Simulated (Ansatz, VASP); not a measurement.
One calculation of NaI, two programs

```
Na I
1.0
     3.81918    0.00000    0.00000
     0.00000    3.81918    0.00000
     0.00000    0.00000    3.81918
Na I
1 1
Direct
  0.00000 0.00000 0.00000
  0.50000 0.50000 0.50000
```

Alike in both runs: task single point; functional PBEsol; k mesh 6 × 6 × 6; occupations gaussian, width 0.1 eV; no spin polarisation.

|  | VASP | Ansatz |
| --- | --- | --- |
| version | VASP 6.6.1 | Ansatz 0.2.0 |
| potentials or method | VASP PAW PBE potentials, release 64 (Na_pv, I), cutoff 500 eV | scalar-relativistic, plane waves, PAW |
| valence electrons in the cell | 14 | 26 |

```tsv
	VASP	Ansatz	Ansatz less VASP
gap on the k mesh at the Fermi level (eV)	2.30	2.32	+0.013
least direct gap on the mesh (eV)	2.30	2.32	+0.013
pressure (GPa)	3.4	3.4	-0.07
```

VASP's potentials were made for PBE, not for PBEsol. VASP's potentials hold 14 valence electrons a cell and Ansatz's 26, so a difference there can come from the potentials and not from the codes.

Spin-orbit coupling is off throughout.
